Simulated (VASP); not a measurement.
Re, 2 atoms in the cell. Symmetry: P6_3/mmc, No. 194, hexagonal system. The conventional cell has a = 2.831 Å, b = 2.831 Å, c = 4.571 Å, α = 90.00°, β = 90.00°, γ = 120.00°. Re (site symmetry -6m2) has 12 Re at 2.81 to 2.83 Å within 3.7 Å. 

* Program: VASP 6.6.1
* Task: relaxation of shape and atoms at fixed volume
* Functional: PBEsol
* Potentials or basis: VASP PAW PBE potentials, release 64 (Re)
* Cutoff: 600 eV
* k mesh: 18 × 18 × 10
* Occupations: gaussian, width 0.1 eV
* Spin: no spin polarisation
* Dipole correction: no
* Further INCAR settings: ALGO = Normal; EDIFF = 1e-06; IBRION = 2; EDIFFG = -0.01; NSW = 50; ISIF = 4

Potentials or basis: VASP PAW PBE potentials, release 64 (Re).

Command:

```sh
$ cat potpaw_PBE.64/Re/POTCAR > POTCAR
$ mpirun -np 1 vasp_std > vasp.out
```

Hardware: 1 thread of Intel(R) Xeon(R) Platinum 8259CL CPU @ 2.50GHz (Skylake/Cascade Lake), with other jobs on the host.

Question: How long does it take, and how much memory?

Answer: Run time: 96 s on 1 thread of Intel(R) Xeon(R) Platinum 8259CL CPU @ 2.50GHz (Skylake/Cascade Lake) (shared host), peak memory 0.23 GiB. Counts: scf iterations 19, k points 222, ion steps 3.
